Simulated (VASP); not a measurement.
Runs of VASP 6.6.1 on AlAs2. The structure is that of space group R-3m (No. 166), or close to it. The cells are those of the table. 

```tsv
task	cell	k mesh	cutoff (eV)	gap on the mesh (eV)	pressure (GPa)	largest force (eV/Å)
single point	a = 5.742 Å, angles 36.0°, 3 atoms	6 × 6 × 6	520	none	(a)	1.64
relaxation of cell and atoms	relaxed from a = 5.742 Å, angles 36.0°, 3 atoms	6 × 6 × 6	600	none	0.2	0.02
single point	a = 5.252 Å, angles 42.8°, 3 atoms	6 × 6 × 6	520	none	0.2	0.02
single point	a = 5.217 Å, angles 43.4°, 3 atoms	12 × 12 × 12	520	none	0.1	0.01
```

Alike in all rows: level PBE; potentials or basis VASP PAW PBE potentials, release 64 (Al, As); no spin polarisation; smearing gaussian 0.1 eV.

Fill in the values left out.

(a) 11.0.

Caveats: forces of over 1 eV/Å act on the atoms, so gaps and moduli don't describe the material at rest (some runs).

A k mesh can miss the band edges, and the runs leave out spin-orbit coupling on As.

A gap of «none» marks levels without a gap at the run's occupations.
